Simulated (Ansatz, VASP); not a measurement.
# Sc in VASP and in Ansatz

```xyz
1
Lattice="2.8159 0.0000 0.0000 0.0000 2.8159 0.0000 0.0000 0.0000 2.8159" Properties=species:S:1:pos:R:3 pbc="T T T"
Sc    0.0000    0.0000    0.0000
```

Alike in both runs: task single point; functional LDA; k mesh 12 × 12 × 12; occupations fermi-dirac, width 0.1 eV; no spin polarisation.

|  | VASP | Ansatz |
| --- | --- | --- |
| version | VASP 6.6.1 | Ansatz 0.2.0 |
| potentials or method | VASP PAW LDA potentials, release 64 (Sc_sv), cutoff 520 eV | plane waves (420 eV) with PAW, scalar-relativistic |
| valence electrons in the cell | 11 | 11 |

```csv
,VASP,Ansatz,Ansatz less VASP
pressure (GPa),1.7,1.6,-0.09
```

Ansatz warns that its potentials were made for another functional, while VASP's fit it. LDA's correlation is that of Perdew and Zunger in VASP and of Perdew and Wang (1992) in Ansatz.
